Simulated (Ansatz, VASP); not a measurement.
Mg3Sn2Ir: VASP beside Ansatz

```
Mg Sn Ir
1.0
     3.16027    0.00000    0.00000
     0.00000    3.16027    0.00000
     0.00000    0.00000   12.64708
Mg Sn Ir
3 2 1
Cartesian
  0.0000 0.0000 11.1213
  0.0000 0.0000 1.5258
  0.0000 0.0000 6.3235
  1.5801 1.5801 3.9972
  1.5801 1.5801 8.6499
  1.5801 1.5801 0.0000
```

Alike in both runs: functional PBE; k mesh 6 × 6 × 2; occupations gaussian, width 0.1 eV; no spin polarisation.

Ansatz relaxed the structure, and its values are those at the end. VASP's run is a single point on that final structure, the one shown.

```csv
,VASP,Ansatz
version,VASP 6.6.1,Ansatz 0.2.0
potentials or method,"VASP PAW PBE potentials, release 64 (Mg, Sn_d, Ir), cutoff 520 eV","scalar-relativistic, plane waves, PAW"
valence electrons in the cell,43,75
```

|  | VASP | Ansatz | Ansatz less VASP |
| --- | --- | --- | --- |
| gap on the k mesh at the Fermi level (eV) | none | none | - |
| pressure (GPa) | -0.2 | 0.0 | +0.14 |
| rms of the force components (eV/Å) | 0.010 | 0.012 | +0.0023 |

A gap of «none» marks a metal or a gap that the smearing closes. VASP's potentials hold 43 valence electrons a cell and Ansatz's 75, so a difference there can come from the potentials and not from the codes.

Neither program's run includes spin-orbit coupling.
